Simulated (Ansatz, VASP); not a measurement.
**Two plane-wave programs on TaAs**

```
CELL_PARAMETERS angstrom
-1.73171 1.73171 5.86639
1.73171 -1.73171 5.86639
1.73171 1.73171 -5.86639
ATOMIC_POSITIONS crystal
Ta 0.50018 0.00018 0.50000
Ta 0.75018 0.75018 0.00000
As 0.08242 0.58242 0.50000
As 0.33242 0.33242 0.00000
```

Alike in both runs: functional PBE; k mesh 18 × 18 × 18; occupations gaussian, width 0.3 eV; no spin polarisation.

Ansatz relaxed the structure, and its values are those at the end. VASP's run is a single point on that final structure, the one shown.

|  | VASP | Ansatz |
| --- | --- | --- |
| version | VASP 6.6.1 | Ansatz 0.2.0 |
| potentials or method | VASP PAW PBE potentials, release 64 (Ta_pv, As), cutoff 520 eV | scalar-relativistic, plane waves, PAW |
| valence electrons in the cell | 32 | 56 |

|  | VASP | Ansatz | Ansatz less VASP |
| --- | --- | --- | --- |
| gap on the k mesh at the Fermi level (eV) | none | none | - |
| pressure (GPa) | 0.4 | 0.0 | -0.43 |

A gap of «none» marks a metal or a gap that the smearing closes. VASP's potentials hold 32 valence electrons a cell and Ansatz's 56, so a difference there can come from the potentials and not from the codes.

Spin-orbit coupling is off throughout.
